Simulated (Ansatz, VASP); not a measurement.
**Two plane-wave programs on SiC**

Contents of INCAR:

```
ALGO = Normal
EDIFF = 1E-6
ENCUT = 600
GGA = PS
GGA_COMPAT = F
ISIF = 2
ISMEAR = 0
LASPH = T
LCHARG = T
LELF = T
LREAL = F
LVHAR = T
LWAVE = F
NBANDS = 16
NELM = 120
PREC = Accurate
SIGMA = 0.1
```

The input KPOINTS:

```
k-points
0
Gamma
  6 4 6
```

POSCAR

```
SiC
1.0
    3.1807798076      0.0000000000      0.0000000000
    0.0000000000      4.4983018932      0.0000000000
    0.0000000000      0.0000000000      3.0030912500
Si C
2 2
Direct
    0.0000000000      0.0000000000      0.0000000000
    0.5000000000      0.5000000000      0.5000023000
    0.5000000000      0.2500000000      0.0000000000
    1.0000000000      0.7500000000      0.5000023000
```

Input for Ansatz:

```yaml
crystal:
  lattice:
    - [3.1807798076, 0.0, 0.0]
    - [0.0, 4.4983018932, 0.0]
    - [0.0, 0.0, 3.00309125]
  atoms:
    - { symbol: Si, position: [0.0, 0.0, 0.0] }
    - { symbol: C, position: [0.5, 0.25, 0.0] }
    - { symbol: Si, position: [0.5, 0.5, 0.5000023] }
    - { symbol: C, position: [1.0, 0.75, 0.5000023] }
basis:
  ecutwfc: 420
kpoints:
  mp_grid: { grid: [6, 4, 6] }
hamiltonian:
  xc: pbesol
  pseudopotentials: { kind: paw, azcp: { folder: soft_1 } }
scf:
  occupations: { method: gaussian, width: 0.1 }
output:
  forces: true
  stress: true
  eigenvalues: true
```

Alike in both runs: task single point; functional PBEsol; k mesh 6 × 4 × 6; occupations gaussian, width 0.1 eV; no spin polarisation.

|  | VASP | Ansatz |
| --- | --- | --- |
| version | VASP 6.6.1 | Ansatz 0.2.0 |
| potentials or method | VASP PAW PBE potentials, release 64 (Si, C), cutoff 600 eV | scalar-relativistic, plane waves, PAW |
| valence electrons in the cell | 16 | 16 |

```tsv
	VASP	Ansatz	Ansatz less VASP
gap on the k mesh at the Fermi level (eV)	0.93	0.94	+0.012
least direct gap on the mesh (eV)	1.06	1.07	+0.013
pressure (GPa)	-7.0	-7.2	-0.19
rms of the force components (eV/Å)	0.217	0.213	-0.0039
```

VASP's potentials were made for PBE, not for PBEsol, and Ansatz warns of the same on its side. With one functional, cell and mesh, what is left measures potentials, basis and numerics. Ansatz's warnings: structure snapped to symmetry.
